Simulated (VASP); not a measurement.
# WSe2 (P-3m1) in VASP: single point with PBE+D3(BJ)

Aim: the single point of WSe2 with PBE+D3(BJ).

All numbers are computed with VASP 6.6.1; they aren't measurements. Logs are shortened: lines on timing, memory, paths and dates and some standing lists are left out, and cuts for length are marked.

## 1. The cell of the first run

The typed cell holds 12 atoms: a = 3.279 Å, b = 3.279 Å, c = 25.586 Å, α = 90.00°, β = 90.00°, γ = 120.00°.

## 2. Single point, PBE+D3(BJ)

The input, INCAR:

```
SYSTEM = WSe2
  PREC = Accurate
  ENCUT = 520
  EDIFF = 1E-6
  ISMEAR = 0
  SIGMA = 0.02
  LREAL = .FALSE.
  LASPH = .TRUE.
  NELM = 100
  ALGO = Normal
  ISIF = 2
  LWAVE = .FALSE.
  LCHARG = .FALSE.
  GGA = PE
  IVDW = 12
  NBANDS = 64
```

The input, KPOINTS:

```
regular mesh
0
G
  12 12 1
  0 0 0
```

The input, POSCAR:

```
WSe2
1.0
    3.2790595289      0.0000000000      0.0000000000
   -1.6395297645      2.8397488526      0.0000000000
    0.0000000000      0.0000000000     25.5859196026
W Se
4 8
Direct
    0.6666666667      0.3333333333      0.8749889006
    0.6666666667      0.3333333333      0.3750131617
    0.3333333333      0.6666666667      0.6249868383
    0.3333333333      0.6666666667      0.1250110994
    0.3333333333      0.6666666667      0.9408182013
    0.3333333333      0.6666666667      0.4408420273
    0.6666666667      0.3333333333      0.6908156723
    0.6666666667      0.3333333333      0.1908406059
    0.3333333333      0.6666666667      0.8091593941
    0.3333333333      0.6666666667      0.3091843277
    0.6666666667      0.3333333333      0.5591579727
    0.6666666667      0.3333333333      0.0591817987
```

Potentials or basis: VASP PAW PBE potentials, release 64 (W_sv, Se).

Started as:

```sh
cat potpaw_PBE.64/W_sv/POTCAR potpaw_PBE.64/Se/POTCAR > POTCAR
mpirun -np 1 vasp_std > vasp.out
```

OUTCAR:

```text
SYSTEM = WSe2
   PREC = Accurate
   ENCUT = 520
   EDIFF = 1E-6
   ISMEAR = 0
   LREAL = .FALSE.
   LASPH = .TRUE.
   NELM = 100
   ISIF = 2
   GGA = PE
   IVDW = 12
 IVDW          = 12

 ion  position               nearest neighbor table
   1  0.667  0.333  0.875-   5 2.53   5 2.53   5 2.53   9 2.53   9 2.53   9 2.53
   2  0.667  0.333  0.375-  10 2.53  10 2.53  10 2.53   6 2.53   6 2.53   6 2.53
   3  0.333  0.667  0.625-   7 2.53   7 2.53   7 2.53  11 2.53  11 2.53  11 2.53
   4  0.333  0.667  0.125-  12 2.53  12 2.53  12 2.53   8 2.53   8 2.53   8 2.53
   5  0.333  0.667  0.941-   1 2.53   1 2.53   1 2.53
   6  0.333  0.667  0.441-   2 2.53   2 2.53   2 2.53
   7  0.667  0.333  0.691-   3 2.53   3 2.53   3 2.53
   8  0.667  0.333  0.191-   4 2.53   4 2.53   4 2.53
   9  0.333  0.667  0.809-   1 2.53   1 2.53   1 2.53
  10  0.333  0.667  0.309-   2 2.53   2 2.53   2 2.53
  11  0.667  0.333  0.559-   3 2.53   3 2.53   3 2.53
  12  0.667  0.333  0.059-   4 2.53   4 2.53   4 2.53

  LATTYP: Found a hexagonal cell.
 ALAT       =     3.2790595289
 C/A-ratio  =     7.8028225402

  Lattice vectors:

 A1 = (   3.2790595289,   0.0000000000,   0.0000000000)
 A2 = (  -1.6395297645,   2.8397488526,   0.0000000000)
 A3 = (   0.0000000000,   0.0000000000,  25.5859196026)

Analysis of symmetry for initial positions (statically):
=====================================================================
 Subroutine PRICEL returns:
 Original cell was already a primitive cell.

 Routine SETGRP: Setting up the symmetry group for a
 hexagonal supercell.

 Subroutine GETGRP returns: Found 12 space group operations
 (whereof 12 operations were pure point group operations)
 out of a pool of 24 trial point group operations.

The static configuration has the point symmetry D_3d.

Analysis of symmetry for dynamics (positions and initial velocities):
=====================================================================
 Subroutine PRICEL returns:
 Original cell was already a primitive cell.

 Routine SETGRP: Setting up the symmetry group for a
 hexagonal supercell.

 Subroutine GETGRP returns: Found 12 space group operations
 (whereof 12 operations were pure point group operations)
 out of a pool of 24 trial point group operations.

The dynamic configuration has the point symmetry D_3d.

[... 119 lines left out ...]
   ISYM   =      2    0-nonsym 1-usesym 2-fastsym
   POTIM  = 0.5000    time-step for ionic-motion
   TEBEG  =    0.0;   TEEND  =   0.0 temperature during run
   PSTRESS=    0.0 pullay stress
   NELECT =     104.0000    total number of electrons
   NUPDOWN=      -1.0000    fix difference up-down
   EMIN   =  10.00;   EMAX   =-10.00  energy-range for DOS
   EFERMI =   0.00;   METHOD = LEGACY
   ISMEAR =     0;   SIGMA  =   0.02  broadening in eV -4-tet -1-fermi 0-gaus
   EFERMI_NEDOS =   21; number of points for ismear=-14 and -15
   IALGO  =     38    algorithm
   IMIX   =      4    mixing-type and parameters
     AMIX     =   0.40;   BMIX     =  1.00
     AMIX_MAG =   1.60;   BMIX_MAG =  1.00
  volume/ion in A,a.u.               =      19.85       133.98
  Fermi-wavevector in a.u.,A,eV,Ry     =   1.241869  2.346792 20.983437  1.542239
  Thomas-Fermi vector in A             =   2.376248
   LORBIT       =      0    0 simple, 1 ext, 2 COOP (PROOUT), +10 PAW based schemes
   GGA     = PE    functional components
   LHFCALC =     F    Hartree Fock is set to
   AEXX    =    0.0000 exact exchange contribution
   IVDW    =    12    specifies the selected vdW correction
   LEPSILON=     F    determine dielectric tensor
   LRPA    =     F    only Hartree local field effects (RPA)
 non-spin polarized calculation
 Gauss-broadening in eV      SIGMA  =   0.02
  energy-cutoff  :      520.00
  volume of cell :      238.25
 maximum number of plane-waves:      6476
   NGX = 13   NGY = 13   NGZ = 95

 number of electron     103.9999975 magnetization

 Free energy of the ion-electron system (eV)
  ---------------------------------------------------
  ext. energy  EPLUGINS =         0.00000000
  ---------------------------------------------------
  free energy    TOTEN  =       -86.15798670 eV

  energy without entropy =      -86.15798670  energy(sigma->0) =      -86.15798670

 E-fermi :   6.7927     XC(G=0): -10.8950

 val. band max:        6.5191733159   @ k =   0.0000   0.0000   0.0000
 cond. band min:       7.4111754925   @ k =   0.1667   0.1667   0.0000
 fundamental gap:      0.8920021766
 Fermi energy:         6.7927362957

 k-point     1 :       0.0000    0.0000    0.0000
  band No.  band energies     occupation
      1     -67.8225      2.00000
      2     -67.8224      2.00000
      3     -67.8224      2.00000
      4     -67.8224      2.00000
      5     -32.0732      2.00000
      6     -32.0732      2.00000
[... 1262 lines left out ...]
     63       9.6905      0.00000
     64       9.6905      0.00000

------------------------ aborting loop because EDIFF is reached ----------------------------------------

 Edisp (eV)   -5.70348

 E8    (eV) :    -2.5439

  FORCE on cell =-STRESS in cart. coord.  units (eV):
  Direction    XX          YY          ZZ          XY          YZ          ZX
  --------------------------------------------------------------------------------------
  -------------------------------------------------------------------------------------
  Total       0.39798     0.39798     0.55455    -0.00000     0.00000     0.00000
  in kB       2.67634     2.67634     3.72923    -0.00000     0.00000     0.00000
  external pressure =        3.03 kB  Pullay stress =        0.00 kB

 VOLUME and BASIS-vectors are now :
 -----------------------------------------------------------------------------
  energy-cutoff  :      520.00
  volume of cell :      238.25
      direct lattice vectors                 reciprocal lattice vectors
     3.279059529  0.000000000  0.000000000     0.304965491  0.176071908  0.000000000
    -1.639529764  2.839748853  0.000000000     0.000000000  0.352143817  0.000000000
     0.000000000  0.000000000 25.585919603     0.000000000  0.000000000  0.039083997

 POSITION                                       TOTAL-FORCE (eV/Angst)
 -----------------------------------------------------------------------------------
      1.63953      0.94658     22.38740        -0.000000     -0.000000     -0.000003
      1.63953      0.94658      9.59506         0.000000     -0.000000     -0.000135
     -0.00000      1.89317     15.99086         0.000000      0.000000      0.000135
     -0.00000      1.89317      3.19852         0.000000      0.000000      0.000003
     -0.00000      1.89317     24.07170        -0.000000     -0.000000      0.049239
     -0.00000      1.89317     11.27935         0.000000     -0.000000      0.048884
      1.63953      0.94658     17.67515         0.000000      0.000000      0.049258
      1.63953      0.94658      4.88283        -0.000000     -0.000000      0.048876
     -0.00000      1.89317     20.70309         0.000000      0.000000     -0.048876
     -0.00000      1.89317      7.91077         0.000000      0.000000     -0.049258
      1.63953      0.94658     14.30657         0.000000      0.000000     -0.048884
      1.63953      0.94658      1.51422        -0.000000     -0.000000     -0.049239
 -----------------------------------------------------------------------------------
    total drift:                                0.000000      0.000000      0.000000

  FREE ENERGIE OF THE ION-ELECTRON SYSTEM (eV)
  ---------------------------------------------------
  free  energy   TOTEN  =       -91.8614687103 eV

  energy  without entropy=      -91.8614687103  energy(sigma->0) =      -91.86146871
```

OSZICAR:

```text
N       E                     dE             d eps       ncg     rms          rms(c)
DAV:   1     0.111891681611E+04    0.11189E+04   -0.55046E+04  2656   0.160E+03
DAV:   2    -0.175725977036E+01   -0.11207E+04   -0.10868E+04  2800   0.439E+02
DAV:   3    -0.869228089318E+02   -0.85166E+02   -0.83300E+02  2936   0.111E+02
DAV:   4    -0.898718609143E+02   -0.29491E+01   -0.29257E+01  3032   0.195E+01
DAV:   5    -0.899475326504E+02   -0.75672E-01   -0.75474E-01  2984   0.297E+00    0.421E+01
DAV:   6    -0.869331579444E+02    0.30144E+01   -0.17644E+01  2904   0.174E+01    0.155E+01
DAV:   7    -0.865638268717E+02    0.36933E+00   -0.87641E+00  2800   0.914E+00    0.749E+00
DAV:   8    -0.861537809984E+02    0.41005E+00   -0.14614E+00  2952   0.502E+00    0.168E+00
DAV:   9    -0.861634137949E+02   -0.96328E-02   -0.16967E-01  3088   0.142E+00    0.126E+00
DAV:  10    -0.861586666923E+02    0.47471E-02   -0.57903E-02  3000   0.109E+00    0.385E-01
DAV:  11    -0.861581629859E+02    0.50371E-03   -0.86049E-03  3000   0.415E-01    0.216E-01
DAV:  12    -0.861580162566E+02    0.14673E-03   -0.41888E-04  3072   0.795E-02    0.154E-01
DAV:  13    -0.861579833736E+02    0.32883E-04   -0.36307E-04  3072   0.749E-02    0.916E-03
DAV:  14    -0.861579869615E+02   -0.35879E-05   -0.17077E-05  2992   0.161E-02    0.213E-02
DAV:  15    -0.861579867024E+02    0.25911E-06   -0.81523E-07  1768   0.398E-03
   1 F= -.91861469E+02 E0= -.91861469E+02  d E =-.437697E-85
```

stdout:

```text
POSCAR found type information on POSCAR W Se
 POSCAR found :  2 types and      12 ions
 scaLAPACK will be used
 LDA part: xc-table for (Slater+PW92), standard interpolation
 POSCAR, INCAR and KPOINTS ok, starting setup
 FFT: planning ... GRIDC
 FFT: planning ... GRID_SOFT
 FFT: planning ... GRID
 WAVECAR not read
 entering main loop
```

Run time: 3.1 min. Hardware: 1 thread of AMD EPYC 9R45 (Zen 5), shared host; peak memory 0.41 GiB.

What came out:

```
Free energy                : -91.8615 eV
Pressure                   : 0.3 GPa
Largest force              : 0.049 eV/Å
Band gap on the k mesh     : 0.89 eV
Dispersion energy per atom : -0.475 eV
```

Forces on the atoms (eV/Å):
```
W    0.000  0.000  0.000
W    0.000  0.000  0.000
W    0.000  0.000  0.000
W    0.000  0.000  0.000
Se   0.000  0.000  0.049
Se   0.000  0.000  0.049
Se   0.000  0.000  0.049
Se   0.000  0.000  0.049
Se   0.000  0.000 -0.049
Se   0.000  0.000 -0.049
Se   0.000  0.000 -0.049
Se   0.000  0.000 -0.049
```

Levels at points of the mesh, in eV from the valence-band top:
```tsv
k point	band 49	band 50	band 51	band 52	band 53	band 54	band 55	band 56
(0.00, 0.00, 0.00)	-0.96	-0.21	-0.21	0.00	2.63	2.63	2.63	2.63
(0.50, 0.00, 0.00)	-1.30	-1.22	-1.22	-1.06	2.15	2.17	2.17	2.20
```

Caveat: spin-orbit coupling is left out, which moves the levels of the heavy elements; an odd mesh through Γ misses points on the zone boundary, where band edges can lie.
